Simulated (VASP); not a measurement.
Set up this calculation in VASP 6.6.1, as the native input.

```
Task                   : single point
Functional             : PBEsol
Potentials or basis    : VASP PAW PBE potentials, release 64 (Co, O)
Cutoff                 : 520 eV
k mesh                 : 18 × 18 × 18
Occupations            : gaussian, width 0.15 eV
Spin                   : collinear spin, ferromagnetic start
Starting moments       : [2.64, 0.33] μB
Dipole correction      : no
Further INCAR settings : ALGO = Normal; EDIFF = 1e-06; NBANDS = 18
```

The structure of CoO lies in POSCAR:

```
CoO
1.0
    1.5054695445      0.8691832468      2.4399269062
   -1.5054695445      0.8691832468      2.4399269062
    0.0000000000     -1.7383664936      2.4399269062
Co O
1 1
Direct
    0.0000000000      0.0000000000      0.0000000000
    0.4931691943      0.4931691943      0.4931691943
```

One way to write it, as run:

INCAR

```
  ALGO = Normal
  EDIFF = 1E-6
  ENCUT = 520
  GGA = PS
  ISIF = 2
  ISMEAR = 0
  ISPIN = 2
  LASPH = True
  LCHARG = True
  LELF = True
  LMAXMIX = 4
  LORBIT = 11
  LREAL = False
  LVHAR = True
  LWAVE = False
  MAGMOM = 2.64 0.33
  NBANDS = 18
  NELM = 150
  PREC = Accurate
  SIGMA = 0.15
```

KPOINTS

```
k-points
0
Gamma
  18 18 18
```

Potentials or basis: VASP PAW PBE potentials, release 64 (Co, O).

Launch:

```console
$ cat potpaw_PBE.64/Co/POTCAR potpaw_PBE.64/O/POTCAR > POTCAR
$ mpirun -np 1 vasp_std > vasp.out
```

Results of the run:

The pressure is -9.5 GPa, the largest force is 0.003 eV/Å and the net moment is 2.91 μB per cell. The site moments are Co +2.54; O +0.31 μB and the valence electrons inside the program's atomic spheres are Co 7.82; O 4.95.

Caveat: the cell stands under tension; the PAW data sets were made with another functional, which shifts forces and pressure a little; a cell with one magnetic atom can't hold antiferromagnetic order, which such compounds often take.

Run time: 5.8 min on 1 thread of AMD EPYC 9R45 96-Core Processor (Zen 5) (shared host), peak memory 0.37 GiB.
